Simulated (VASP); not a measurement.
Runs of VASP 6.6.1 on MgO. The structure is that of space group F-43m (No. 216), or close to it. The cells are those of the table. 

```tsv
level	cell	k mesh	smearing	grid for exact exchange (PRECFOCK)	screening parameter	gap on the mesh (eV)	pressure (GPa)
r2SCAN	a = 3.125 Å, angles 60.0°, 2 atoms	10 × 10 × 10	gaussian 0.01 eV	-	-	4.92	14.4
HSE06	a = 3.125 Å, angles 60.0°, 2 atoms	6 × 6 × 6	gaussian 0.01 eV	Normal	0.2079 1/Å	5.88	(b)
HSE06	a = 3.133, b = 3.133, c = 3.037 Å, angles 61.0, 61.0, 58.0°, 2 atoms	6 × 6 × 6	gaussian 0.01 eV	Normal	0.2079 1/Å	5.97	19.5
PBE	a = 3.125 Å, angles 60.0°, 2 atoms	10 × 10 × 10	fermi-dirac 0.02 eV	-	-	4.22	(a)
r2SCAN	a = 3.133, b = 3.133, c = 3.037 Å, angles 61.0, 61.0, 58.0°, 2 atoms	10 × 10 × 10	gaussian 0.01 eV	-	-	5.00	19.0
```

Alike in all rows: task single point; potentials or basis VASP PAW PBE potentials, release 64 (Mg, O); no spin polarisation; cutoff (eV) 520.

Problem. Fill in the values left out.

Solution. (a) 18.7; (b) 14.9.

Caveats: the PAW data sets were made with another functional, which shifts forces and pressure a little (some runs).

A k mesh can miss the band edges.
